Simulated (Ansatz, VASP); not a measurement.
**Two plane-wave programs on TaN**

```
Ta N
1.0
     3.05000    0.00000    0.00000
    -1.52500    2.64138    0.00000
     0.00000    0.00000    4.94000
Ta N
2 2
Direct
  0.20667 0.60333 0.97815
  0.66667 0.33333 0.50000
  0.33333 0.66667 0.38500
  0.79333 0.39667 0.90685
```

Change from the starting cell: shortest bond scaled by 0.62, PAW files, source ansatz.

Alike in both runs: task single point; functional PBE; k mesh 7 × 7 × 4; occupations fermi-dirac, width 0.03 eV; no spin polarisation.

|  | VASP | Ansatz |
| --- | --- | --- |
| version | VASP 6.6.1 | Ansatz 0.2.0 |
| potentials or method | VASP PAW PBE potentials, release 64 (Ta_pv, N) | PAW with other files of Ansatz's library (source ansatz), scalar-relativistic |
| plane-wave cutoff (eV) | 600 | 870 |
| valence electrons in the cell | 32 | 64 |

```tsv
	VASP	Ansatz	Ansatz less VASP
pressure (GPa)	337.4	295.8	-41.61
traceless stress, the component that is largest in VASP (GPa)	283.28	238.51	-44.773
rms of the force components (eV/Å)	62.000	51.955	-10.0442
```

Atom by atom the forces differ by 10.048 eV/Å (rms over components). The pressures are high and differ by over a tenth, so treat them with care. With one functional, cell and mesh, what is left measures potentials, basis and numerics. VASP's potentials hold 32 valence electrons a cell and Ansatz's 64, so a difference there can come from the potentials and not from the codes.

Neither program's run includes spin-orbit coupling. Noted on VASP's run: the cell as given lies far from equilibrium.
